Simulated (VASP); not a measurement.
The system is Nb3GaSe2.

```
CELL_PARAMETERS angstrom
3.38660 0.00000 0.00000
0.00000 3.38660 0.00000
0.00000 0.00000 10.12494
ATOMIC_POSITIONS crystal
Nb 0.50000 0.50000 0.18374
Nb 0.50000 0.50000 0.50000
Nb 0.50000 0.50000 0.81625
Ga 0.00000 0.00000 0.00000
Se 0.00000 0.00000 0.33426
Se 0.00000 0.00000 0.66574
```

| Quantity | Value |
| --- | --- |
| Program | VASP 6.6.1 |
| Task | relaxation of cell and atoms |
| Functional | PBE |
| Potentials or basis | VASP PAW PBE potentials, release 64 (Nb_sv, Ga_d, Se) |
| Cutoff | 600 eV |
| k mesh | 6 × 6 × 2 |
| Occupations | gaussian, width 0.1 eV |
| Spin | no spin polarisation |

At the start: pressure -14.3 GPa; volume 19.35 Å³/atom.

Problem. Where does the relaxation end?

Solution. Over 15 steps the energy falls by 170.9 meV/atom and the volume is 16.86 Å³/atom (-12.9 %); space group P4/mmm (No. 123, to 0.05 Å).

The path:
```
step  energy change (eV)  largest force (eV/Å)  pressure (GPa)  volume (Å³)
   1              0.0000                0.5219          -14.30       116.12
   2              0.0300                1.7370           26.19        89.40
   3             -0.7931                1.0523            0.52       101.61
   4             -0.7936                1.0644            0.94       101.33
   5             -0.9502                0.6864            0.74       100.93
   6             -1.0024                0.2823            1.11       100.57
   7             -1.0043                0.1965            1.26       100.48
   8             -1.0067                0.1568           -1.84       102.56
   9             -1.0108                0.1724           -0.52       101.63
  10             -1.0169                0.1438           -0.35       101.50
  11             -1.0221                0.1034           -0.03       101.28
  12             -1.0223                0.1220            0.05       101.23
  13             -1.0245                0.0796           -0.03       101.28
  14             -1.0249                0.0537           -0.06       101.31
  15             -1.0254                0.0242            0.11       101.16
```

Final structure:
```
Nb Ga Se
1.0
     3.17377    0.00000    0.00000
     0.00000    3.17377    0.00000
     0.00000    0.00000   10.04276
Nb Ga Se
3 1 2
Cartesian
  1.5869 1.5869 1.6781
  1.5869 1.5869 5.0214
  1.5869 1.5869 8.3647
  0.0000 0.0000 0.0000
  0.0000 0.0000 3.3782
  0.0000 0.0000 6.6645
```
